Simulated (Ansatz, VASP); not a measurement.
# Two plane-wave programs on In

```
In
1.0
    -1.62547    1.62547    2.47370
     1.62547   -1.62547    2.47370
     1.62547    1.62547   -2.47370
In
1
Direct
  0.00000 0.00000 0.00000
```

Alike in both runs: task single point; functional PBE; k mesh 11 × 11 × 11; occupations gaussian, width 0.011 eV; no spin polarisation.

|  | VASP | Ansatz |
| --- | --- | --- |
| version | VASP 6.6.1 | Ansatz 0.2.0 |
| potentials or method | VASP PAW PBE potentials, release 64 (In_d) | Ansatz PAW |
| plane-wave cutoff (eV) | 520 | 420 |
| valence electrons in the cell | 13 | 13 |

|  | VASP | Ansatz | Ansatz less VASP |
| --- | --- | --- | --- |
| gap on the k mesh at the Fermi level (eV) | none | none | - |
| pressure (GPa) | 2.0 | 2.0 | +0.05 |
| traceless stress, the component that is largest in VASP (GPa) | -0.44 | -0.44 | +0.001 |

A gap of «none» marks a metal or a gap that the smearing closes.
